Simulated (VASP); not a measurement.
Crystal: Lu.

```
Lu
1.0
     3.54920    0.00000    0.00000
    -1.77460    3.07370    0.00000
     0.00000    0.00000    5.62395
Lu
2
Direct
  0.33333 0.66667 0.25000
  0.66667 0.33333 0.75000
```

- Program: VASP 6.6.1
- Task: relaxation of cell and atoms
- Functional: PBEsol
- Potentials or basis: VASP PAW PBE potentials, release 64 (Lu)
- Cutoff: 600 eV
- k mesh: 11 × 11 × 6
- Occupations: fermi-dirac, width 0.05 eV
- Spin: no spin polarisation

At the start: pressure -4.4 GPa; volume 30.68 Å³/atom.

Question: Where does the relaxation end?

Answer: Over 13 steps the energy falls by 47.5 meV/atom and the volume is 27.57 Å³/atom (-10.1 %); space group P6_3/mmc (No. 194, to 0.1 Å) before and after.

The path:
| step | energy change (eV) | largest force (eV/Å) | pressure (GPa) | volume (Å³) |
| --- | --- | --- | --- | --- |
| 1 | 0.0000 | 0.0000 | -4.41 | 61.35 |
| 2 | -0.0914 | 0.0000 | 0.95 | 54.16 |
| 3 | -0.0941 | 0.0000 | 0.06 | 55.10 |
| 4 | -0.0941 | 0.0000 | -0.04 | 55.22 |
| 5 | -0.0949 | 0.0000 | -0.07 | 55.24 |
| 6 | -0.0950 | 0.0000 | -0.04 | 55.25 |
| 7 | -0.0950 | 0.0000 | -0.09 | 55.25 |
| 8 | -0.0950 | 0.0000 | -0.06 | 55.25 |
| 9 | -0.0950 | 0.0000 | -0.06 | 55.25 |
| 10 | -0.0950 | 0.0000 | -0.12 | 55.25 |
| 11 | -0.0950 | 0.0000 | 0.06 | 55.08 |
| 12 | -0.0950 | 0.0000 | -0.03 | 55.17 |
| 13 | -0.0950 | 0.0000 | 0.00 | 55.14 |

Final structure:
```
CELL_PARAMETERS angstrom
3.44667 0.00000 0.00000
-1.72334 2.98490 0.00000
0.00000 0.00000 5.35987
ATOMIC_POSITIONS crystal
Lu 0.33333 0.66667 0.25000
Lu 0.66667 0.33333 0.75000
```

Caveat: the PAW data sets were made with another functional, which shifts forces and pressure a little.
